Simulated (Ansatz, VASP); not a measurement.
# SnO in VASP and in Ansatz

File INCAR:

```
  PREC = Accurate
  ENCUT = 520
  EDIFF = 1E-7
  ISMEAR = 0
  SIGMA = 0.15
  LREAL = False
  LASPH = True
  NELM = 100
  ALGO = Normal
  ISIF = 2
  LWAVE = False
  LCHARG = False
  GGA = PS
  IVDW = 12
  NBANDS = 28
```

Contents of KPOINTS:

```
regular mesh
0
Gamma
  12 12 10
```

The input POSCAR:

```
SnO
1.0
    3.8020000000      0.0000000000      0.0000000000
    0.0000000000      3.8020000000      0.0000000000
    0.0000000000      0.0000000000      5.0778000000
Sn O
2 2
Direct
    0.0000000000      0.5000000000      0.2385000000
    0.5000000000      0.0000000000      0.7615000000
    0.0000000000      0.0000000000      0.0000000000
    0.5000000000      0.5000000000      0.0000000000
```

Input for Ansatz:

```yaml
crystal:
  lattice:
    - [3.802, 0.0, 0.0]
    - [0.0, 3.802, 0.0]
    - [0.0, 0.0, 5.0778]
  atoms:
    - { symbol: Sn, position: [0.0, 0.5, 0.2385] }
    - { symbol: Sn, position: [0.5, 0.0, 0.7615] }
    - { symbol: O, position: [0.0, 0.0, 0.0] }
    - { symbol: O, position: [0.5, 0.5, 0.0] }
basis:
  ecutwfc: 420
kpoints:
  mp_grid: { grid: [12, 12, 10] }
hamiltonian:
  xc: pbesol
  dispersion: d3bj
scf:
  occupations: { method: gaussian, width: 0.15 }
output:
  forces: true
  stress: true
  eigenvalues: true
```

Change from the starting cell: strain +0.000 along x and y, +0.050 along z, atoms carried along.

Alike in both runs: task single point; functional PBEsol; dispersion D3(BJ); k mesh 12 × 12 × 10; occupations gaussian, width 0.15 eV; no spin polarisation.

|  | VASP | Ansatz |
| --- | --- | --- |
| version | VASP 6.6.1 | Ansatz 0.2.0 |
| potentials or method | VASP PAW PBE potentials, release 64 (Sn_d, O), cutoff 520 eV | scalar-relativistic, plane waves, PAW |
| valence electrons in the cell | 40 | 40 |

Ansatz gave:

| Item | Value |
| --- | --- |
| gap on the k mesh at the Fermi level (eV) | none |
| pressure (GPa) | -5.5 |
| traceless stress, the component that is largest in VASP (GPa) | -2.17 |
| rms of the force components (eV/Å) | 0.349 |

Question: Which values does VASP return?

Answer: gap on the k mesh at the Fermi level (eV): none; pressure (GPa): -5.3; traceless stress, the component that is largest in VASP (GPa): -2.12; rms of the force components (eV/Å): 0.319.

VASP's potentials were made for PBE, not for PBEsol. Atom by atom the forces differ by 0.031 eV/Å (rms over components). A gap of «none» marks a metal or a gap that the smearing closes.
